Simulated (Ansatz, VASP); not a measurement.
One calculation of Cs2Mg, two programs

```
Cs Mg
1.0
     0.00000    4.89659    4.89659
     4.89659    0.00000    4.89659
     4.89659    4.89659    0.00000
Cs Mg
2 1
Cartesian
  2.4483 2.4483 2.4483
  7.3449 7.3449 7.3449
  0.0000 0.0000 0.0000
```

Alike in both runs: functional PBE; k mesh 4 × 4 × 4; occupations gaussian, width 0.1 eV; no spin polarisation.

Ansatz relaxed the structure, and its values are those at the end. VASP's run is a single point on that final structure, the one shown.

```csv
,VASP,Ansatz
version,VASP 6.6.1,Ansatz 0.2.0
potentials or method,"VASP PAW PBE potentials, release 64 (Cs_sv, Mg), cutoff 520 eV","scalar-relativistic, plane waves, PAW"
valence electrons in the cell,20,28
```

|  | VASP | Ansatz | Ansatz less VASP |
| --- | --- | --- | --- |
| gap on the k mesh at the Fermi level (eV) | none | none | - |
| pressure (GPa) | 0.0 | 0.0 | +0.01 |

A gap of «none» marks a metal or a gap that the smearing closes. With one functional, cell and mesh, what is left measures potentials, basis and numerics. VASP's potentials hold 20 valence electrons a cell and Ansatz's 28, so a difference there can come from the potentials and not from the codes.

Neither program's run includes spin-orbit coupling.
